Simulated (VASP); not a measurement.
**Ge: single point with HSE06**

Crystal: Ge.

```
Ge
1.0
     0.00000    2.83118    2.83118
     2.83118    0.00000    2.83118
     2.83118    2.83118    0.00000
Ge
2
Cartesian
  0.0000 0.0000 0.0000
  1.4156 1.4156 1.4156
```

```yaml
Program: VASP 6.6.1
Task: single point
Functional: HSE06
Potentials_or_basis: VASP PAW PBE potentials, release 64 (Ge_d)
Cutoff: 520 eV
k_mesh: 4 × 4 × 4
Occupations: fermi-dirac, width 0.05 eV
Spin: no spin polarisation
Dipole_correction: no
Grid_for_exact_exchange_PRECFOCK: Normal
Further_INCAR_settings: ALGO = Normal; EDIFF = 1e-06; NBANDS = 21
Share_of_exact_exchange: 0.25
Screening_parameter: 0.2079 1/Å
```

```
Pressure               : 1.0 GPa
Band gap on the k mesh : 0.87 eV (least direct gap 0.94 eV)
```

Levels at points of the mesh, in eV from the valence-band top:
```csv
k point,band 12,band 13,band 14,band 15,band 16,band 17
"(0.00, 0.00, 0.00)",0.00,0.00,0.00,0.94,3.25,3.25
"(0.50, 0.00, 0.00)",-8.25,-1.51,-1.51,0.87,4.48,4.48
"(0.50, 0.50, 0.00)",-9.66,-3.33,-3.33,1.32,1.32,10.81
```

It took 31 min on 1 thread of Intel Xeon 8259CL, on a shared host, peak memory 0.27 GiB.

Caveat: the k points lie up to 0.48 Å⁻¹ apart; the PAW data sets were made with another functional, which shifts forces and pressure a little. A k mesh can miss the band edges.
